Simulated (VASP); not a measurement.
# Y: single point with PBEsol

Y:

```
CELL_PARAMETERS angstrom
0.00000 2.49237 2.49237
2.49237 0.00000 2.49237
2.49237 2.49237 0.00000
ATOMIC_POSITIONS crystal
Y 0.00000 0.00000 0.00000
```

- Program: VASP 6.6.1
- Task: single point
- Functional: PBEsol
- Potentials or basis: VASP PAW PBE potentials, release 64 (Y_sv)
- Cutoff: 520 eV
- k mesh: 13 × 13 × 13
- Occupations: fermi-dirac, width 0.1 eV
- Spin: no spin polarisation

The pressure is -0.2 GPa.

Levels at points of the mesh, in eV from the Fermi level:
| k point | band 3 | band 4 | band 5 | band 6 | band 7 | band 8 |
| --- | --- | --- | --- | --- | --- | --- |
| (0.00, 0.00, 0.00) | -22.14 | -22.14 | -4.85 | 1.83 | 1.83 | 1.83 |

Run time: 18 s on 1 thread of Intel(R) Xeon(R) 6975P-C (Granite Rapids), with other jobs on the host, peak memory 0.19 GiB.

Caveat: the PAW data sets were made with another functional, which shifts forces and pressure a little.
